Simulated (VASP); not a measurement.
A run of VASP 6.6.1 is set up as follows.

INCAR

```
ALGO     = Normal         # electronic algorithm
EDIFF    = 1E-6           # SCF threshold, eV
ENCUT    = 520            # plane-wave cutoff, eV
GGA      = PE             # functional
GGA_COMPAT= False        
ISIF     = 2              # what is computed and relaxed
ISMEAR   = -1             # smearing method
LASPH    = True           # aspherical terms in the spheres
LCHARG   = True           # write CHGCAR
LELF     = True           # ELF
LREAL    = Auto         
LVHAR    = True         
LWAVE    = False          # write WAVECAR
NBANDS   = 89             # bands
NELM     = 120            # most SCF steps
PREC     = Accurate       # precision mode
SIGMA    = 0.01           # smearing width, eV
```

File KPOINTS:

```
k-points
0
Gamma
  1 1 1
```

The input POSCAR:

```
Al16N16O
1.0
    6.2595139100      0.0000000600      0.0000000000
   -3.1297570100      5.4208980300      0.0000000000
    0.0000000000      0.0000000000     10.0348065900
Al N O
16 16 1
Direct
    0.3544377753      0.2318503266      0.2658762753
    0.1662747585      0.3481609467      0.5028661943
    0.3366237818      0.1786139445      0.7490308789
    0.1647058789      0.3377475429      0.9994520482
    0.3368046428      0.6742582058      0.2581471777
    0.1716958027      0.8542187962      0.5011581394
    0.3356586481      0.6747629193      0.7443203746
    0.1641097589      0.8275857552      0.9868417404
    0.8284297314      0.1708277752      0.2484170450
    0.6790352488      0.3553261745      0.5048006610
    0.8349642843      0.1773423784      0.7511661468
    0.6618839196      0.3380107779      0.9996140842
    0.8227933368      0.6702754655      0.2472147298
    0.6726355600      0.8510848081      0.5002168158
    0.8348505126      0.6798676030      0.7499962189
    0.6586894846      0.8357556138      0.9975799643
    0.3474234219      0.1947393169      0.4535509438
    0.1590578000      0.3591727754      0.1940281542
    0.3293311297      0.1669400485      0.9427450260
    0.1659133645      0.3409379737      0.6925742851
    0.3357863192      0.6840822239      0.4480643408
    0.1397611566      0.7635649977      0.1734846591
    0.3323360654      0.6645395210      0.9319473092
    0.1690968320      0.8456384836      0.6934183472
    0.8354341577      0.1818871974      0.4433434726
    0.6544524583      0.3344445792      0.1939240166
    0.8299922895      0.1720604123      0.9455537498
    0.6727293977      0.3477921830      0.6964960348
    0.8392072073      0.6843113316      0.4424152035
    0.6502053615      0.8352464732      0.1902934534
    0.8276332144      0.6720910318      0.9413159003
    0.6704374357      0.8465351929      0.6912012641
    0.0956822069     -0.0305119198      0.2213326166
```

Potentials or basis: VASP PAW PBE potentials, release 64 (Al, N, O).

Run with:

```bash
$ cat potpaw_PBE.64/Al/POTCAR potpaw_PBE.64/N/POTCAR potpaw_PBE.64/O/POTCAR > POTCAR
$ mpirun -np 1 vasp_gam > vasp.out
```

Q: Estimate the pressure.

A: 6.4 GPa.

Q: Predict the band gap on the k mesh.

A: 3.79 eV.

Forces on the atoms (eV/Å):
```
Al  -0.116  0.602  0.197
Al  -0.046  0.046  0.091
Al  -0.029 -0.017  0.042
Al  -0.023  0.078  0.116
Al   0.013  0.110  0.142
Al  -0.105 -0.047  0.012
Al   0.001  0.044  0.020
Al  -0.054 -0.039 -0.053
Al   0.026  0.136 -0.060
Al   0.019 -0.078 -0.005
Al   0.002 -0.019  0.073
Al  -0.043  0.003  0.013
Al  -0.099 -0.109  0.216
Al   0.072 -0.065 -0.002
Al  -0.025 -0.043 -0.029
Al   0.010  0.027  0.076
N   -0.123 -0.019  0.018
N   -0.163  0.286  0.027
N   -0.054 -0.020  0.056
N   -0.022  0.030  0.052
N   -0.030  0.054  0.092
N   -0.018 -0.476 -0.073
N    0.016  0.060  0.021
N   -0.035 -0.003  0.020
N    0.107 -0.101 -0.113
N   -0.091 -0.022 -0.004
N   -0.005  0.026  0.092
N   -0.001 -0.083 -0.005
N   -0.012 -0.245  0.078
N    0.032  0.120  0.168
N   -0.054 -0.025 -0.036
N    0.012  0.014 -0.003
O    0.840 -0.224 -1.240
```

Caveat: the k points lie up to 1.16 Å⁻¹ apart.
